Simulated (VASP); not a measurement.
# Hf4S9 (a cell with a defect) in VASP: single point with PBE+D3(BJ)

Aim: the single point of Hf4S9 (a cell with a defect) with PBE+D3(BJ).

Program: VASP 6.6.1. These are calculated values, not measurements. Logs are shortened: lines on timing, memory, paths and dates and some standing lists are left out, and cuts for length are marked.

**1. The cell of the first run**

The cell holds a defect, 13 atoms: a = 6.804 Å, b = 6.804 Å, c = 7.212 Å, α = 105.36°, β = 105.36°, γ = 116.00°.

**2. Single point, PBE+D3(BJ) (with an interstitial atom, then relaxed in part)**

INCAR

```
SYSTEM = Hf4S9
ALGO = Normal ; EDIFF = 1E-7
ENCUT = 520 ; GGA = PE
ISIF = 2 ; ISMEAR = 0
IVDW = 12 ; LASPH = .TRUE.
LCHARG = .FALSE. ; LREAL = .FALSE.
LWAVE = .FALSE. ; NBANDS = 59
NELM = 80 ; PREC = Accurate
SIGMA = 0.02
```

KPOINTS

```
k-points
0
G
  3 3 3
  0 0 0
```

POSCAR

```
Hf4S9
1.0
    3.6058628313      0.0000000000     -5.7703876582
    3.6058628313      0.0000000000      5.7703876582
   -3.6058628313     -6.2455376290      0.0000000000
Hf S
4 9
Direct
    0.5365472807      0.4733670216      0.0088336348
    0.9842113872      0.0377732987      0.0191150156
    0.4949564477      0.4910929039      0.5050257400
    1.0066366409      0.0080670464      0.5048992687
    0.8149856465      0.5413590693      0.3596980762
    0.2802828841      0.0429410880      0.3304947701
    0.8208542241      0.5959323911      0.8364768686
    0.2471860139      0.0179388438      0.8366602709
    0.6863570362      0.9248532938      0.1816903674
    0.2655268206      0.5028349192      0.1892837551
    0.6450812590      0.9517046542      0.6145518649
    0.2213873118      0.4587097585      0.6873429436
    0.7473498881      0.1979260651     -0.0841306355
```

Potentials or basis: VASP PAW PBE potentials, release 64 (Hf_pv, S).

Command:

```
$ cat potpaw_PBE.64/Hf_pv/POTCAR potpaw_PBE.64/S/POTCAR > POTCAR
$ mpirun -np 1 vasp_std > vasp.out
```

OUTCAR:

```text
SYSTEM = Hf4S9
   EDIFF = 1E-7
   ENCUT = 520
   GGA = PE
   ISIF = 2
   ISMEAR = 0
   IVDW = 12
   LASPH = .TRUE.
   LREAL = .FALSE.
   NELM = 80
   PREC = Accurate
 IVDW          = 12

 ion  position               nearest neighbor table
   1  0.537  0.473  0.009-   5 2.51   8 2.52   7 2.53   9 2.57  10 2.57  12 2.65  13 2.87   3 3.61
                             4 3.62   4 3.63   3 3.64   2 3.66   2 3.68
   2  0.984  0.038  0.019-  13 2.38   7 2.49   8 2.51   9 2.54  10 2.56   6 2.57  11 2.92   3 3.51
                             4 3.53   1 3.66   1 3.68   4 3.71   3 3.74
   3  0.495  0.491  0.505-  10 2.44   7 2.46   6 2.47  12 2.52   5 2.59  11 2.64   4 3.50   2 3.51
                             1 3.61   1 3.64   4 3.71   2 3.74
   4  0.007  0.008  0.505-   9 2.46   6 2.47   8 2.48  12 2.49   5 2.60  11 2.68   3 3.50   2 3.53
                             1 3.62   1 3.63   2 3.71   3 3.71
   5  0.815  0.541  0.360-   1 2.51   3 2.59   4 2.60
   6  0.280  0.043  0.330-   3 2.47   4 2.47   2 2.57
   7  0.821  0.596  0.836-   3 2.46   2 2.49   1 2.53  13 2.77
   8  0.247  0.018  0.837-   4 2.48   2 2.51   1 2.52
   9  0.686  0.925  0.182-   4 2.46   2 2.54   1 2.57
  10  0.266  0.503  0.189-   3 2.44   2 2.56   1 2.57
  11  0.645  0.952  0.615-  13 2.06   3 2.64   4 2.68   2 2.92
  12  0.221  0.459  0.687-   4 2.49   3 2.52   1 2.65
  13  0.747  0.198  0.916-  11 2.06   2 2.38   7 2.77   1 2.87

  LATTYP: Found a face centered orthorhombic cell.
 ALAT       =     7.2117256626
 B/A-ratio  =     1.6002793029
 C/A-ratio  =     1.7320508076

  Lattice vectors:

 A1 = (   0.0000000000,  -6.2455376290,   5.7703876582)
 A2 = (   3.6058628313,  -6.2455376290,   0.0000000000)
 A3 = (   3.6058628313,   0.0000000000,   5.7703876582)

Analysis of symmetry for initial positions (statically):
=====================================================================
 Subroutine PRICEL returns:
 Original cell was already a primitive cell.

 Routine SETGRP: Setting up the symmetry group for a
 face centered orthorhombic supercell.

 Subroutine GETGRP returns: Found  1 space group operations
 (whereof  1 operations were pure point group operations)
 out of a pool of  8 trial point group operations.

The static configuration has the point symmetry C_1 .

Analysis of symmetry for dynamics (positions and initial velocities):
=====================================================================
 Subroutine PRICEL returns:
 Original cell was already a primitive cell.

 Routine SETGRP: Setting up the symmetry group for a
 face centered orthorhombic supercell.

 Subroutine GETGRP returns: Found  1 space group operations
 (whereof  1 operations were pure point group operations)
 out of a pool of  8 trial point group operations.

The dynamic configuration has the point symmetry C_1 .

 Subroutine INISYM returns: Found  1 space group operations
 (whereof  1 operations are pure point group operations),
 and found     1 'primitive' translations

----------------------------------------------------------------------------------------

                                     Primitive cell

  volume of cell :     259.9046

  direct lattice vectors                    reciprocal lattice vectors
     3.605862831  0.000000000 -5.770387658     0.138663067 -0.080057159 -0.086649291
     3.605862831  0.000000000  5.770387658     0.138663067 -0.080057159  0.086649291
    -3.605862831 -6.245537629  0.000000000     0.000000000 -0.160114318  0.000000000

  length of vectors
     6.804382447  6.804382447  7.211725663     0.182056844  0.182056844  0.160114318

  position of ions in fractional coordinates (direct lattice)
     0.536547281  0.473367022  0.008833635
     0.984211387  0.037773299  0.019115016
     0.494956448  0.491092904  0.505025740
     0.006636641  0.008067046  0.504899269
     0.814985646  0.541359069  0.359698076
     0.280282884  0.042941088  0.330494770
     0.820854224  0.595932391  0.836476869
     0.247186014  0.017938844  0.836660271
     0.686357036  0.924853294  0.181690367
     0.265526821  0.502834919  0.189283755
     0.645081259  0.951704654  0.614551865
     0.221387312  0.458709758  0.687342944
     0.747349888  0.197926065  0.915869364

  ion indices of the primitive-cell ions
   primitive index   ion index
                 1           1
[... 27 lines left out ...]

  Length of vectors
     0.060685615  0.060685615  0.053371439

  Shift w.r.t. Gamma in fractional coordinates (k-lattice)
     0.000000000  0.000000000  0.000000000

 Subroutine IBZKPT returns following result:
 ===========================================

 Found     14 irreducible k-points:

 Following reciprocal coordinates:
            Coordinates               Weight
  0.000000  0.000000  0.000000      1.000000
  0.333333  0.000000 -0.000000      2.000000
  0.000000  0.333333 -0.333333      2.000000
 -0.000000 -0.333333  0.000000      2.000000
 -0.333333 -0.000000  0.333333      2.000000
  0.333333  0.333333 -0.000000      2.000000
  0.333333  0.333333  0.333333      2.000000
 -0.333333  0.333333  0.000000      2.000000
  0.000000  0.000000  0.333333      2.000000
  0.333333  0.000000  0.333333      2.000000
  0.000000  0.333333  0.333333      2.000000
 -0.333333  0.333333  0.333333      2.000000
 -0.333333  0.333333 -0.333333      2.000000
 -0.333333 -0.333333  0.333333      2.000000
   k-points           NKPTS =     14   k-points in BZ     NKDIM =     14   number of bands    NBANDS=     59
   number of dos      NEDOS =    301   number of ions     NIONS =     13
   total plane-waves  NPLWV = 157464
   dimension x,y,z NGX =    54 NGY =   54 NGZ =   54
   dimension x,y,z NGXF=   108 NGYF=  108 NGZF=  108
   ions per type =               4   9
   NGX,Y,Z   is equivalent  to a cutoff of  13.19, 13.19, 12.45 a.u.
   NGXF,Y,Z  is equivalent  to a cutoff of  26.39, 26.39, 24.90 a.u.
 SYSTEM =  Hf4S9
   PREC   = accura    normal or accurate (medium, high low for compatibility)
   ISTART =      0    job   : 0-new  1-cont  2-samecut
   ICHARG =      2    charge: 1-file 2-atom 10-const
   ISPIN  =      1    spin polarized calculation?
   LNONCOLLINEAR =      F non collinear calculations
   LSORBIT =      F    spin-orbit coupling
   LASPH  =      T    aspherical Exc in radial PAW
   ENCUT  =  520.0 eV  38.22 Ry    6.18 a.u.  12.65 12.65 13.41*2*pi/ulx,y,z
   NELM   =     80;   NELMIN=  2; NELMDL= -5     # of ELM steps
   EDIFF  = 0.1E-06   stopping-criterion for ELM
   LREAL  =      F    real-space projection
   EDIFFG = 0.1E-05   stopping-criterion for IOM
   NSW    =      0    number of steps for IOM
   IBRION =     -1    ionic relax: 0-MD 1-quasi-New 2-CG
   NFREE  =      0    steps in history (QN), initial steepest desc. (CG)
   ISIF   =      2    stress and relaxation
   ISYM   =      2    0-nonsym 1-usesym 2-fastsym
   POTIM  = 0.5000    time-step for ionic-motion
   TEBEG  =    0.0;   TEEND  =   0.0 temperature during run
   PSTRESS=    0.0 pullay stress
   NELECT =      94.0000    total number of electrons
   NUPDOWN=      -1.0000    fix difference up-down
   EMIN   =  10.00;   EMAX   =-10.00  energy-range for DOS
   EFERMI =   0.00;   METHOD = LEGACY
   ISMEAR =     0;   SIGMA  =   0.02  broadening in eV -4-tet -1-fermi 0-gaus
   EFERMI_NEDOS =   21; number of points for ismear=-14 and -15
   IALGO  =     38    algorithm
   IMIX   =      4    mixing-type and parameters
     AMIX     =   0.40;   BMIX     =  1.00
     AMIX_MAG =   1.60;   BMIX_MAG =  1.00
  volume/ion in A,a.u.               =      19.99       134.92
  Fermi-wavevector in a.u.,A,eV,Ry     =   1.166396  2.204169 18.510457  1.360480
  Thomas-Fermi vector in A             =   2.302910
   LORBIT       =      0    0 simple, 1 ext, 2 COOP (PROOUT), +10 PAW based schemes
   GGA     = PE    functional components
   LHFCALC =     F    Hartree Fock is set to
   AEXX    =    0.0000 exact exchange contribution
   IVDW    =    12    specifies the selected vdW correction
   LEPSILON=     F    determine dielectric tensor
   LRPA    =     F    only Hartree local field effects (RPA)
 non-spin polarized calculation
 Gauss-broadening in eV      SIGMA  =   0.02
  energy-cutoff  :      520.00
  volume of cell :      259.90
 maximum number of plane-waves:      7055
 NGX is ok and might be reduce to    50
   NGX = 25   NGY = 25   NGZ = 27

 number of electron      94.0000000 magnetization

 Free energy of the ion-electron system (eV)
  ---------------------------------------------------
  ext. energy  EPLUGINS =         0.00000000
  ---------------------------------------------------
  free energy    TOTEN  =       -92.97944287 eV

  energy without entropy =      -92.97944287  energy(sigma->0) =      -92.97944287

 E-fermi :   5.2404     XC(G=0): -10.1840

 val. band max:        5.0573532470   @ k =   0.0000   0.0000   0.3333
 cond. band min:       5.5372825589   @ k =  -0.3333   0.3333   0.3333
 fundamental gap:      0.4799293118
 Fermi energy:         5.2404135637

 k-point     1 :       0.0000    0.0000    0.0000
  band No.  band energies     occupation
      1     -26.3171      2.00000
      2     -26.2992      2.00000
      3     -26.2905      2.00000
      4     -26.2416      2.00000
      5     -26.1451      2.00000
      6     -26.1104      2.00000
[... 857 lines left out ...]
     58       8.3787      0.00000
     59       8.5467      0.00000

------------------------ aborting loop because EDIFF is reached ----------------------------------------

 Edisp (eV)   -4.74220

 E8    (eV) :    -2.0229

  FORCE on cell =-STRESS in cart. coord.  units (eV):
  Direction    XX          YY          ZZ          XY          YZ          ZX
  --------------------------------------------------------------------------------------
  -------------------------------------------------------------------------------------
  Total       9.80472     6.74119     4.80014    -0.24701     4.39325     1.07162
  in kB      60.44102    41.55596    29.59040    -1.52269    27.08212     6.60599
  external pressure =       43.86 kB  Pullay stress =        0.00 kB

 VOLUME and BASIS-vectors are now :
 -----------------------------------------------------------------------------
  energy-cutoff  :      520.00
  volume of cell :      259.90
      direct lattice vectors                 reciprocal lattice vectors
     3.605862831  0.000000000 -5.770387658     0.138663067 -0.080057159 -0.086649291
     3.605862831  0.000000000  5.770387658     0.138663067 -0.080057159  0.086649291
    -3.605862831 -6.245537629  0.000000000     0.000000000 -0.160114318  0.000000000

 POSITION                                       TOTAL-FORCE (eV/Angst)
 -----------------------------------------------------------------------------------
      3.60976     -0.05517     -0.36457        -0.001340     -0.018024      0.025750
      3.61621     -0.11938     -5.46131        -0.000268      0.000467      0.010010
      1.73451     -3.15416     -0.02229        -0.004359      0.016455     -0.001228
     -1.76758     -3.15337      0.00825         0.005952      0.019408     -0.006664
      3.59377     -2.24651     -1.57893         0.002141      0.004702      0.057959
     -0.02622     -2.06412     -1.36955         0.001406     -0.011395      0.065576
      2.09252     -5.22425     -1.29789        -0.009881      0.006116      0.061972
     -2.06088     -5.22539     -1.32285         0.009885      0.004377      0.062357
      5.15465     -1.13475      1.37622         0.010006      0.000955     -0.066849
      2.08808     -1.18218      1.36936        -0.009587      0.001818     -0.069642
      3.54180     -3.83821      1.76934         0.006707     -0.111424     -0.002538
     -0.02613     -4.29283      1.36944         0.001453      0.005569     -0.068119
      0.10604     -5.72010     -3.17039        -0.012115      0.080976     -0.068584
 -----------------------------------------------------------------------------------
    total drift:                               -0.000075     -0.000168      0.000051

  FREE ENERGIE OF THE ION-ELECTRON SYSTEM (eV)
  ---------------------------------------------------
  free  energy   TOTEN  =       -97.7216475785 eV

  energy  without entropy=      -97.7216475785  energy(sigma->0) =      -97.72164758
```

Wall time 6.8 min (1 thread of AMD EPYC 7R43 (Zen 3), shared host); peak memory 0.45 GiB.

Results:

```yaml
Free_energy: -97.7216 eV
Pressure: 4.4 GPa
Largest_force: 0.112 eV/Å
Band_gap_on_the_k_mesh: 0.48 eV
Dispersion_energy_per_atom: -0.365 eV
```

Forces on the atoms (eV/Å):
```
Hf  -0.001 -0.018  0.026
Hf   0.000  0.000  0.010
Hf  -0.004  0.016 -0.001
Hf   0.006  0.019 -0.007
S    0.002  0.005  0.058
S    0.001 -0.011  0.066
S   -0.010  0.006  0.062
S    0.010  0.004  0.062
S    0.010  0.001 -0.067
S   -0.010  0.002 -0.070
S    0.007 -0.111 -0.003
S    0.001  0.006 -0.068
S   -0.012  0.081 -0.069
```

Levels at points of the mesh, in eV from the valence-band top:
```tsv
k point	band 44	band 45	band 46	band 47	band 48	band 49	band 50	band 51
(0.00, 0.00, 0.00)	-1.19	-1.04	-0.99	-0.15	0.70	0.77	1.00	1.19
```

Caveat: the cell differs from its parent crystal (with an interstitial atom, then relaxed in part); spin-orbit coupling is left out, which moves the levels of the heavy elements.
